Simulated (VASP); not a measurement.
MgS, 8 atoms in the cell. It takes space group P6_3/mmc (No. 194, hexagonal). The conventional cell has a = 3.660 Å, b = 3.660 Å, c = 12.584 Å, α = 90.00°, β = 90.00°, γ = 120.00°. Within 3.4 Å of Mg (site symmetry -3m) lie 6 S at 2.60 Å. Within 3.5 Å of Mg (site symmetry -6m2) lie 6 S at 2.67 Å. Within 3.4 Å of S (site symmetry 3m) lie 6 Mg at 2.60 to 2.67 Å and 1 S at 3.25 Å. 

- Program: VASP 6.6.1
- Task: single point
- Functional: PBE
- Potentials or basis: VASP PAW PBE potentials, release 64 (Mg, S)
- Cutoff: 520 eV
- k mesh: 9 × 9 × 3
- Occupations: gaussian, width 0.02 eV
- Spin: no spin polarisation
- Dipole correction: no
- Further INCAR settings: ALGO = Normal; EDIFF = 1e-06; NBANDS = 26

Potentials or basis: VASP PAW PBE potentials, release 64 (Mg, S).

Launch:

```sh
$ cat potpaw_PBE.64/Mg/POTCAR potpaw_PBE.64/S/POTCAR > POTCAR
$ mpirun -np 1 vasp_std > vasp.out
```

Hardware: 1 thread of Intel(R) Xeon(R) 6975P-C (Granite Rapids) (shared host).

Problem. How long does it take, and how much memory?

Solution. Run time: 44 s on 1 thread of Intel(R) Xeon(R) 6975P-C (Granite Rapids), on a shared host, peak memory 0.28 GiB. Counts: scf iterations 14, k points 24.
